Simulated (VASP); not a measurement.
The system is BN.

```
B N
1.0
     0.00733    3.45416    2.10203
     1.24672   -0.04104    2.17249
     1.24405    3.49687   -0.06468
B N
1 1
Direct
  0.00626 0.99219 0.99966
  0.68231 0.64819 0.33493
```

Base run:

- Program: VASP 6.6.1
- Functional: PBE
- Potentials or basis: VASP PAW PBE potentials, release 64 (B, N)
- Cutoff: 520 eV
- k mesh: 10 × 10 × 10
- Occupations: gaussian, width 0.02 eV
- Spin: no spin polarisation

Its results: pressure 5.4 GPa; largest force 0.717 eV/Å.

Problem. The run is repeated on the same cell with these changes: k mesh from 10 × 10 × 10 to 1 × 1 × 1. What comes out?

Solution. Pressure 41.6 GPa; largest force 1.501 eV/Å.

Caveats: some runs use coarse meshes; the cell stands under pressure (at least some runs); forces of over 1 eV/Å act on the atoms, so gaps and moduli don't describe the material at rest (at least some runs).
